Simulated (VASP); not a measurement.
# KCl (Fm-3m) in VASP: further runs

The runs below take KCl through single point, with PBEsol.

Program: VASP 6.6.1. These are calculated values, not measurements. Logs are shortened: lines on timing, memory, paths and dates and some standing lists are left out, and cuts for length are marked.

**1. The cell of the first run**

Symmetry: Fm-3m, No. 225, cubic system. The conventional cell has a = 5.796 Å, b = 5.796 Å, c = 5.796 Å, α = 90.00°, β = 90.00°, γ = 90.00°. K (site symmetry m-3m) has 6 Cl at 2.90 Å within 3.8 Å. Within 3.8 Å of Cl (site symmetry m-3m) lie 6 K at 2.90 Å.

**2. Single point, PBEsol (24.34 Å³/atom)**

Contents of INCAR:

```
PREC     = Accurate       # precision mode
ENCUT    = 500            # plane-wave cutoff, eV
EDIFF    = 1E-6           # SCF threshold, eV
ISMEAR   = 0              # smearing method
SIGMA    = 0.05           # smearing width, eV
LREAL    = False          # projectors in reciprocal space
LASPH    = True           # aspherical terms in the spheres
NELM     = 120            # most SCF steps
ALGO     = Normal         # electronic algorithm
ISIF     = 2              # what is computed and relaxed
LWAVE    = False          # write WAVECAR
LCHARG   = False          # write CHGCAR
GGA      = PS             # functional
NBANDS   = 15             # bands
GGA_COMPAT= False
```

Contents of KPOINTS:

```
Automatic mesh
0
Gamma
  8 8 8
```

Contents of POSCAR:

```
KCl
1.0
    0.0000000000      2.8979587540      2.8979587540
    2.8979587540      0.0000000000      2.8979587540
    2.8979587540      2.8979587540      0.0000000000
K Cl
1 1
Direct
    0.0000000000      0.0000000000      0.0000000000
    0.5000000000      0.5000000000      0.5000000000
```

Potentials or basis: VASP PAW PBE potentials, release 64 (K_sv, Cl).

On the command line:

```sh
$ cat potpaw_PBE.64/K_sv/POTCAR potpaw_PBE.64/Cl/POTCAR > POTCAR
$ mpirun -np 1 vasp_std > vasp.out
```

OUTCAR:

```text
PREC = Accurate
   ENCUT = 500
   EDIFF = 1E-6
   ISMEAR = 0
   LREAL = False
   LASPH = True
   NELM = 120
   ISIF = 2
   GGA = PS

 ion  position               nearest neighbor table
   1  0.000  0.000  0.000-   2 2.90   2 2.90   2 2.90   2 2.90   2 2.90   2 2.90
   2  0.500  0.500  0.500-   1 2.90   1 2.90   1 2.90   1 2.90   1 2.90   1 2.90

  LATTYP: Found a face centered cubic cell.
 ALAT       =     5.7959175080

  Lattice vectors:

 A1 = (   0.0000000000,   2.8979587540,   2.8979587540)
 A2 = (   2.8979587540,   0.0000000000,   2.8979587540)
 A3 = (   2.8979587540,   2.8979587540,   0.0000000000)

Analysis of symmetry for initial positions (statically):
=====================================================================
 Subroutine PRICEL returns:
 Original cell was already a primitive cell.

 Routine SETGRP: Setting up the symmetry group for a
 face centered cubic supercell.

 Subroutine GETGRP returns: Found 48 space group operations
 (whereof 48 operations were pure point group operations)
 out of a pool of 48 trial point group operations.

The static configuration has the point symmetry O_h .

Analysis of symmetry for dynamics (positions and initial velocities):
=====================================================================
 Subroutine PRICEL returns:
 Original cell was already a primitive cell.

 Routine SETGRP: Setting up the symmetry group for a
 face centered cubic supercell.

 Subroutine GETGRP returns: Found 48 space group operations
 (whereof 48 operations were pure point group operations)
 out of a pool of 48 trial point group operations.

The dynamic configuration has the point symmetry O_h .

 Subroutine INISYM returns: Found 48 space group operations
 (whereof 48 operations are pure point group operations),
 and found     1 'primitive' translations

----------------------------------------------------------------------------------------

                                     Primitive cell

  volume of cell :      48.6751

  direct lattice vectors                    reciprocal lattice vectors
     0.000000000  2.897958754  2.897958754    -0.172535237  0.172535237  0.172535237
     2.897958754  0.000000000  2.897958754     0.172535237 -0.172535237  0.172535237
     2.897958754  2.897958754  0.000000000     0.172535237  0.172535237 -0.172535237

  length of vectors
     4.098332573  4.098332573  4.098332573     0.298839796  0.298839796  0.298839796

  position of ions in fractional coordinates (direct lattice)
     0.000000000  0.000000000  0.000000000
     0.500000000  0.500000000  0.500000000

  ion indices of the primitive-cell ions
   primitive index   ion index
                 1           1
                 2           2

----------------------------------------------------------------------------------------

 KPOINTS: Automatic mesh

Automatic generation of k-mesh.
 Grid dimensions read from file:
 generate k-points for:    8    8    8

 Generating k-lattice:

  Cartesian coordinates                     Fractional coordinates (reciprocal lattice)
    -0.021566905  0.021566905  0.021566905     0.125000000  0.000000000  0.000000000
     0.021566905 -0.021566905  0.021566905     0.000000000  0.125000000  0.000000000
     0.021566905  0.021566905 -0.021566905     0.000000000  0.000000000  0.125000000

  Length of vectors
     0.037354975  0.037354975  0.037354975

  Shift w.r.t. Gamma in fractional coordinates (k-lattice)
     0.000000000  0.000000000  0.000000000

 Subroutine IBZKPT returns following result:
 ===========================================

 Found     29 irreducible k-points:

 Following reciprocal coordinates:
            Coordinates               Weight
  0.000000  0.000000  0.000000      1.000000
  0.125000  0.000000  0.000000      8.000000
  0.250000  0.000000  0.000000      8.000000
  0.375000  0.000000  0.000000      8.000000
  0.500000  0.000000  0.000000      4.000000
  0.125000  0.125000  0.000000      6.000000
[... 16 lines left out ...]
  0.500000  0.250000  0.125000     48.000000
 -0.375000  0.250000  0.125000     24.000000
 [... further k-points ...]
   k-points           NKPTS =     29   k-points in BZ     NKDIM =     29   number of bands    NBANDS=     15
   number of dos      NEDOS =    301   number of ions     NIONS =      2
   total plane-waves  NPLWV =  27000
   dimension x,y,z NGX =    30 NGY =   30 NGZ =   30
   dimension x,y,z NGXF=    60 NGYF=   60 NGZF=   60
   ions per type =               1   1
   NGX,Y,Z   is equivalent  to a cutoff of  12.17, 12.17, 12.17 a.u.
   NGXF,Y,Z  is equivalent  to a cutoff of  24.34, 24.34, 24.34 a.u.
 SYSTEM =  unknown system
   PREC   = accura    normal or accurate (medium, high low for compatibility)
   ISTART =      0    job   : 0-new  1-cont  2-samecut
   ICHARG =      2    charge: 1-file 2-atom 10-const
   ISPIN  =      1    spin polarized calculation?
   LNONCOLLINEAR =      F non collinear calculations
   LSORBIT =      F    spin-orbit coupling
   LASPH  =      T    aspherical Exc in radial PAW
   ENCUT  =  500.0 eV  36.75 Ry    6.06 a.u.   7.47  7.47  7.47*2*pi/ulx,y,z
   NELM   =    120;   NELMIN=  2; NELMDL= -5     # of ELM steps
   EDIFF  = 0.1E-05   stopping-criterion for ELM
   LREAL  =      F    real-space projection
   EDIFFG = 0.1E-04   stopping-criterion for IOM
   NSW    =      0    number of steps for IOM
   IBRION =     -1    ionic relax: 0-MD 1-quasi-New 2-CG
   NFREE  =      0    steps in history (QN), initial steepest desc. (CG)
   ISIF   =      2    stress and relaxation
   ISYM   =      2    0-nonsym 1-usesym 2-fastsym
   POTIM  = 0.5000    time-step for ionic-motion
   TEBEG  =    0.0;   TEEND  =   0.0 temperature during run
   PSTRESS=    0.0 pullay stress
   NELECT =      16.0000    total number of electrons
   NUPDOWN=      -1.0000    fix difference up-down
   EMIN   =  10.00;   EMAX   =-10.00  energy-range for DOS
   EFERMI =   0.00;   METHOD = LEGACY
   ISMEAR =     0;   SIGMA  =   0.05  broadening in eV -4-tet -1-fermi 0-gaus
   EFERMI_NEDOS =   21; number of points for ismear=-14 and -15
   IALGO  =     38    algorithm
   IMIX   =      4    mixing-type and parameters
     AMIX     =   0.40;   BMIX     =  1.00
     AMIX_MAG =   1.60;   BMIX_MAG =  1.00
  volume/ion in A,a.u.               =      24.34       164.24
  Fermi-wavevector in a.u.,A,eV,Ry     =   1.129829  2.135067 17.368014  1.276513
  Thomas-Fermi vector in A             =   2.266523
   LORBIT       =      0    0 simple, 1 ext, 2 COOP (PROOUT), +10 PAW based schemes
   GGA     = PS    functional components
   LHFCALC =     F    Hartree Fock is set to
   AEXX    =    0.0000 exact exchange contribution
   IVDW    =     0    specifies the selected vdW correction
   LEPSILON=     F    determine dielectric tensor
   LRPA    =     F    only Hartree local field effects (RPA)
 non-spin polarized calculation
 Gauss-broadening in eV      SIGMA  =   0.05
  energy-cutoff  :      500.00
  volume of cell :       48.68
 maximum number of plane-waves:      1254
 NGX is ok and might be reduce to    30
   NGX = 15   NGY = 15   NGZ = 15

 number of electron      16.0000000 magnetization

 Free energy of the ion-electron system (eV)
  ---------------------------------------------------
  ext. energy  EPLUGINS =         0.00000000
  ---------------------------------------------------
  free energy    TOTEN  =        -6.79301406 eV

  energy without entropy =       -6.79301406  energy(sigma->0) =       -6.79301406

 E-fermi :  -0.5145     XC(G=0):  -8.8367

 val. band max:       -0.7182986607   @ k =   0.0000   0.0000   0.0000
 cond. band min:       5.2181663336   @ k =   0.0000   0.0000   0.0000
 fundamental gap:      5.9364649942
 Fermi energy:        -0.5145119072

 k-point     1 :       0.0000    0.0000    0.0000
  band No.  band energies     occupation
      1     -27.2718      2.00000
      2     -13.1663      2.00000
      3     -10.7966      2.00000
      4     -10.7966      2.00000
      5     -10.7966      2.00000
      6      -0.7183      2.00000
      7      -0.7183      2.00000
      8      -0.7183      2.00000
      9       5.2182      0.00000
     10       7.5323      0.00000
     11       7.5323      0.00000
     12       7.5323      0.00000
     13       8.5879      0.00000
     14       8.5879      0.00000
     15      12.7641      0.00000

 k-point     2 :       0.1250    0.0000    0.0000
  band No.  band energies     occupation
      1     -27.2660      2.00000
      2     -13.2259      2.00000
      3     -10.7990      2.00000
      4     -10.7990      2.00000
      5     -10.7225      2.00000
      6      -1.0155      2.00000
      7      -0.8169      2.00000
      8      -0.8169      2.00000
      9       5.6933      0.00000
     10       7.4336      0.00000
     11       7.7854      0.00000
     12       7.7854      0.00000
     13       8.9108      0.00000
     14       8.9108      0.00000
     15      13.5218      0.00000

 k-point     3 :       0.2500    0.0000    0.0000
  band No.  band energies     occupation
      1     -27.2520      2.00000
      2     -13.3583      2.00000
      3     -10.8047      2.00000
      4     -10.8047      2.00000
      5     -10.5533      2.00000
      6      -1.6247      2.00000
      7      -1.0402      2.00000
      8      -1.0402      2.00000
      9       6.6250      0.00000
     10       7.5781      0.00000
     11       8.5057      0.00000
     12       8.5057      0.00000
     13       9.7910      0.00000
     14       9.7910      0.00000
     15      14.3444      0.00000
[... 343 lines left out ...]
 k-point    23 :       0.5000    0.2500    0.1250
  band No.  band energies     occupation
      1     -27.2311      2.00000
      2     -13.3582      2.00000
      3     -10.9368      2.00000
      4     -10.8542      2.00000
      5     -10.5304      2.00000
      6      -1.9424      2.00000
      7      -1.2869      2.00000
      8      -1.1618      2.00000
      9       6.9701      0.00000
     10       8.0325      0.00000
     11       9.8570      0.00000
     12      10.0988      0.00000
     13      10.7919      0.00000
     14      11.5254      0.00000
     15      12.4755      0.00000

 k-point    24 :      -0.3750    0.2500    0.1250
  band No.  band energies     occupation
      1     -27.2266      2.00000
      2     -13.3676      2.00000
      3     -10.9406      2.00000
      4     -10.8813      2.00000
      5     -10.5148      2.00000
      6      -1.9756      2.00000
      7      -1.3246      2.00000
      8      -1.2812      2.00000
      9       7.4466      0.00000
     10       7.9939      0.00000
     11      10.3093      0.00000
     12      10.3617      0.00000
     13      11.0243      0.00000
     14      12.0709      0.00000
     15      12.4713      0.00000

 [... further k-points ...]

------------------------ aborting loop because EDIFF is reached ----------------------------------------

  FORCE on cell =-STRESS in cart. coord.  units (eV):
  Direction    XX          YY          ZZ          XY          YZ          ZX
  --------------------------------------------------------------------------------------
  -------------------------------------------------------------------------------------
  Total        2.2272645      2.2272645      2.2272645      0.0000000      0.0000000      0.0000000
  in kB       73.3121207     73.3121207     73.3121207      0.0000000      0.0000000      0.0000000
  external PRESSURE =      73.3121207 kB  Pullay stress =       0.0000000 kB

 VOLUME and BASIS-vectors are now :
 -----------------------------------------------------------------------------
  energy-cutoff  :      500.00
  volume of cell :       48.68
      direct lattice vectors                 reciprocal lattice vectors
     0.000000000  2.897958754  2.897958754    -0.172535237  0.172535237  0.172535237
     2.897958754  0.000000000  2.897958754     0.172535237 -0.172535237  0.172535237
     2.897958754  2.897958754  0.000000000     0.172535237  0.172535237 -0.172535237

 POSITION                                       TOTAL-FORCE (eV/Angst)
 -----------------------------------------------------------------------------------
      0.00000      0.00000      0.00000         0.000000      0.000000     -0.000000
      2.89796      2.89796      2.89796        -0.000000     -0.000000      0.000000
 -----------------------------------------------------------------------------------
    total drift:                               -0.000000      0.000000      0.000000

  FREE ENERGIE OF THE ION-ELECTRON SYSTEM (eV)
  ---------------------------------------------------
  free  energy   TOTEN  =        -6.7930140565 eV

  energy  without entropy=       -6.7930140565  energy(sigma->0) =       -6.79301406
```

Wall time 30 s (1 thread of Intel Xeon 8259CL, shared host); peak memory 0.17 GiB.

Results:

| Item | Value |
| --- | --- |
| Free energy | -6.7930 eV |
| Pressure | 7.3 GPa |
| Band gap on the k mesh | 5.94 eV |

Caveat: the cell stands under pressure; the PAW data sets were made with another functional, which shifts forces and pressure a little. A k mesh can miss the band edges.

**3. Single point, PBEsol (25.55 Å³/atom)**

This run uses another cell than the first one, of 25.55 Å³/atom.

Contents of INCAR:

```
SYSTEM = KCl
ALGO     = Normal         ! electronic algorithm
EDIFF    = 1E-6           ! SCF threshold, eV
ENCUT    = 500            ! plane-wave cutoff, eV
GGA      = PS             ! functional
GGA_COMPAT= .FALSE.      
ISIF     = 2              ! what is computed and relaxed
ISMEAR   = 0              ! smearing method
LASPH    = .TRUE.         ! aspherical terms in the spheres
LCHARG   = .FALSE.        ! write CHGCAR
LREAL    = .FALSE.        ! projectors in reciprocal space
LWAVE    = .FALSE.        ! write WAVECAR
NBANDS   = 15             ! bands
NELM     = 120            ! most SCF steps
PREC     = Accurate       ! precision mode
SIGMA    = 0.05           ! smearing width, eV
```

Contents of KPOINTS:

```
k-points
0
G
  8 8 8
  0 0 0
```

Contents of POSCAR:

```
KCl
1.0
    0.0000000000      2.9454747197      2.9454747197
    2.9454747197      0.0000000000      2.9454747197
    2.9454747197      2.9454747197      0.0000000000
K Cl
1 1
Direct
    0.0000000000      0.0000000000      0.0000000000
    0.5000000000      0.5000000000      0.5000000000
```

Potentials or basis: VASP PAW PBE potentials, release 64 (K_sv, Cl).

On the command line:

```sh
$ cat potpaw_PBE.64/K_sv/POTCAR potpaw_PBE.64/Cl/POTCAR > POTCAR
$ mpirun -np 1 vasp_std > vasp.out
```

Wall time 30 s (1 thread of Intel Xeon 8259CL, shared host); peak memory 0.17 GiB.

The run converged. Its results:

```
Free energy            : -6.8879 eV
Pressure               : 5.1 GPa
Band gap on the k mesh : 5.73 eV
```

Levels at points of the mesh, in eV from the valence-band top:
```csv
k point,band 6,band 7,band 8,band 9,band 10,band 11
"(0.00, 0.00, 0.00)",0.00,0.00,0.00,5.73,8.28,8.28
"(0.50, 0.00, 0.00)",-1.50,-0.54,-0.54,7.95,9.21,11.08
"(0.50, 0.50, 0.00)",-0.79,-0.26,-0.26,6.09,9.14,10.50
```

Caveat: the cell stands under pressure; the PAW data sets were made with another functional, which shifts forces and pressure a little.

[end of part 1 of 2]
